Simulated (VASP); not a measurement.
Here is a VASP 6.6.1 calculation.

Contents of INCAR:

```
  PREC = Accurate
  ENCUT = 600
  EDIFF = 1E-6
  ISMEAR = -1
  SIGMA = 0.05
  LREAL = F
  LASPH = T
  NELM = 80
  ALGO = Normal
  ISIF = 3
  LWAVE = F
  LCHARG = F
  GGA = CA
  IBRION = 2
  NSW = 60
  EDIFFG = -0.005
  PSTRESS = 50.0
```

Contents of KPOINTS:

```
Automatic mesh
0
Gamma
  14 14 14
```

The input POSCAR:

```
In
1.0
   -2.7716583935      2.7716583935      1.5244121164
    2.7716583935     -2.7716583935      1.5244121164
    2.7716583935      2.7716583935     -1.5244121164
In
2
Direct
   -0.3750000000     -0.1250000000     -0.2500000000
    0.3750000000      0.1250000000      0.2500000000
```

Potentials or basis: VASP PAW LDA potentials, release 64 (In_d).

Command:

```sh
$ cat potpaw_LDA.64/In_d/POTCAR > POTCAR
$ mpirun -np 1 vasp_std > vasp.out
```

(1) Predict the relaxed cell.

(2) Predict the band gap on the k mesh.

(3) Estimate the relaxed volume.

## Answers

(1) a = 4.252 Å, b = 4.252 Å, c = 4.252 Å, α = 96.96°, β = 96.96°, γ = 139.25°.

(2) zero (band 13 reaches 11.17 eV, above the bottom of band 14 at 4.22 eV).

(3) 23.52 Å³/atom.

Caveat: the cell is relaxed towards a set pressure, so the enthalpy falls and the energy may rise; spin-orbit coupling is left out, which moves the levels of the heavy elements.
